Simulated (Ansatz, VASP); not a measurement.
**Al in VASP and in Ansatz**

Contents of INCAR:

```
ALGO = Fast
EDIFF = 1E-6
ENCUT = 520
GGA = PS
ISIF = 2
ISMEAR = 0
LASPH = T
LCHARG = F
LREAL = F
LWAVE = F
NBANDS = 14
NELM = 80
PREC = Accurate
SIGMA = 0.15
```

File KPOINTS:

```
k-points
0
Gamma
  18 18 6
```

File POSCAR:

```
Al
1.0
    2.8362844918      0.0212721337      0.0000000000
   -1.3997200377      2.4456583554      0.0000000000
    0.0000000000      0.0000000000      9.3221494563
Al
4
Direct
    0.0000000000      0.0000000000      0.0000000000
    0.3333333333      0.6666666667      0.2500000000
    0.0000000000      0.0000000000      0.5000000000
    0.6666666667      0.3333333333      0.7500000000
```

Input for Ansatz:

```yaml
crystal:
  lattice:
    - [2.8362844918, 0.0212721337, 0.0]
    - [-1.3997200377, 2.4456583554, 0.0]
    - [0.0, 0.0, 9.3221494563]
  atoms:
    - { symbol: Al, position: [0.0, 0.0, 0.0] }
    - { symbol: Al, position: [0.3333333333, 0.6666666667, 0.25] }
    - { symbol: Al, position: [0.0, 0.0, 0.5] }
    - { symbol: Al, position: [0.6666666667, 0.3333333333, 0.75] }
basis:
  ecutwfc: 420
kpoints:
  mp_grid: { grid: [18, 18, 6] }
hamiltonian:
  xc: pbesol
scf:
  occupations: { method: gaussian, width: 0.15 }
output:
  forces: true
  stress: true
  eigenvalues: true
```

Change from the starting cell: strain +0.0150 x Voigt [0, 0, 0, 0, 0, 1], atoms carried along.

Alike in both runs: task single point; functional PBEsol; k mesh 18 × 18 × 6; occupations gaussian, width 0.15 eV; no spin polarisation.

|  | VASP | Ansatz |
| --- | --- | --- |
| version | VASP 6.6.1 | Ansatz 0.2.0 |
| potentials or method | VASP PAW PBE potentials, release 64 (Al), cutoff 520 eV | scalar-relativistic, plane waves, PAW |
| valence electrons in the cell | 12 | 12 |

Ansatz gave:

- gap on the k mesh at the Fermi level (eV): none
- pressure (GPa): 0.0
- traceless stress, the component that is largest in VASP (GPa): -0.56

**Question.** What did VASP give for the same quantities?

**Answer.** gap on the k mesh at the Fermi level (eV): none; pressure (GPa): 0.1; traceless stress, the component that is largest in VASP (GPa): -0.56.

VASP's potentials were made for PBE, not for PBEsol. A gap of «none» marks a metal or a gap that the smearing closes.
